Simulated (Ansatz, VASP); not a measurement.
## Hf2Si in VASP and in Ansatz

File POSCAR:

```
Hf2Si
1.0
   -3.2753522240      3.2753522240      2.5828233930
    3.2753522240     -3.2753522240      2.5828233930
    3.2753522240      3.2753522240     -2.5828233930
Hf Si
4 2
Direct
    0.3435136200      0.1564863800      0.5000000000
    0.8435136200      0.3435136200      0.1870272400
    0.6564863800      0.8435136200      0.5000000000
    0.1564863800      0.6564863800      0.8129727600
    0.2500000000      0.2500000000      0.0000000000
    0.7500000000      0.7500000000      0.0000000000
```

INCAR.step1

```
SYSTEM = Hf2Si
  PREC = Accurate
  ENCUT = 520
  ISMEAR = -1
  SIGMA = 0.05
  LREAL = .FALSE.
  LASPH = .TRUE.
  NELM = 100
  NBANDS = 33
  GGA = PE
  ALGO = Normal
  EDIFF = 1E-4
  LWAVE = .TRUE.
  LCHARG = .FALSE.
```

The input INCAR.step2:

```
SYSTEM = Hf2Si
  PREC = Accurate
  ENCUT = 520
  EDIFF = 1E-8
  ISMEAR = -1
  SIGMA = 0.05
  LREAL = .FALSE.
  LASPH = .TRUE.
  NELM = 100
  ALGO = Normal
  ISIF = 2
  LWAVE = .FALSE.
  LCHARG = .FALSE.
  METAGGA = R2SCAN
  LMIXTAU = .TRUE.
  LEFG = .TRUE.
  NBANDS = 33
  ISTART = 1
```

File KPOINTS:

```
regular mesh
0
G
  9 9 9
  0 0 0
```

Input for Ansatz:

```yaml
crystal:
  lattice:
    - [-3.275352224, 3.275352224, 2.582823393]
    - [3.275352224, -3.275352224, 2.582823393]
    - [3.275352224, 3.275352224, -2.582823393]
  atoms:
    - { symbol: Hf, position: [0.34351362, 0.15648638, 0.5] }
    - { symbol: Hf, position: [0.84351362, 0.34351362, 0.18702724] }
    - { symbol: Hf, position: [0.65648638, 0.84351362, 0.5] }
    - { symbol: Hf, position: [0.15648638, 0.65648638, 0.81297276] }
    - { symbol: Si, position: [0.25, 0.25, 0.0] }
    - { symbol: Si, position: [0.75, 0.75, 0.0] }
kpoints:
  mp_grid: { grid: [9, 9, 9] }
  band_path:
    path:
      - [0.0, 0.0, 0.0]
      - [0.0, 0.0, 0.5]
      - [-0.5, 0.5, 0.5]
      - [0.0, 0.0, 0.0]
      - [0.40545812, 0.40545812, -0.40545812]
      - [-0.40545812, 0.59454188, 0.40545812]
      - [-0.5, 0.5, 0.5]
      - [0.0, 0.0, 0.5]
      - [0.25, 0.25, 0.25]
    npoints: 14
scf:
  occupations: { method: fermi_dirac, width: 0.05 }
hamiltonian:
  xc: r2scan
  pseudopotentials: { kind: paw }
output:
  forces: true
  stress: true
  eigenvalues: true
  efg: { contact_densities: true }
  populations: true
  bader: true
  dos: { projected: true, de: 0.2, e_range: [-14, 8] }
  write_density: true
  write_potential: true
  elf: true
  volumetric_format: npy
```

Alike in both runs: task electric field gradients; functional r2SCAN; k mesh 9 × 9 × 9; occupations fermi-dirac, width 0.05 eV; no spin polarisation.

|  | VASP | Ansatz |
| --- | --- | --- |
| version | VASP 6.6.1 | Ansatz 0.2.0 |
| potentials or method | VASP PAW PBE potentials, release 64 (Hf_pv, Si) | PAW with Ansatz's default frozen-core files, scalar-relativistic |
| plane-wave cutoff (eV) | 520 | 500 |
| valence electrons in the cell | 48 | 112 |

|  | VASP | Ansatz | Ansatz less VASP |
| --- | --- | --- | --- |
| pressure (GPa) | -0.1 | 0.5 | +0.53 |
| traceless stress, the component that is largest in VASP (GPa) | 0.09 | 0.11 | +0.027 |
| rms of the force components (eV/Å) | 0.011 | 0.016 | +0.0051 |
| size of Vzz on the site where it differs most (V/Å²) | 51.2 | 61.9 | +10.73 |

VASP's potentials were made for PBE, not for r2SCAN. Atom by atom the forces differ by 0.005 eV/Å (rms over components). The functional is the same, so the differences come from potentials, cutoffs and numerics. VASP's potentials hold 48 valence electrons a cell and Ansatz's 112, so a difference there can come from the potentials and not from the codes.

Spin-orbit coupling is off throughout.
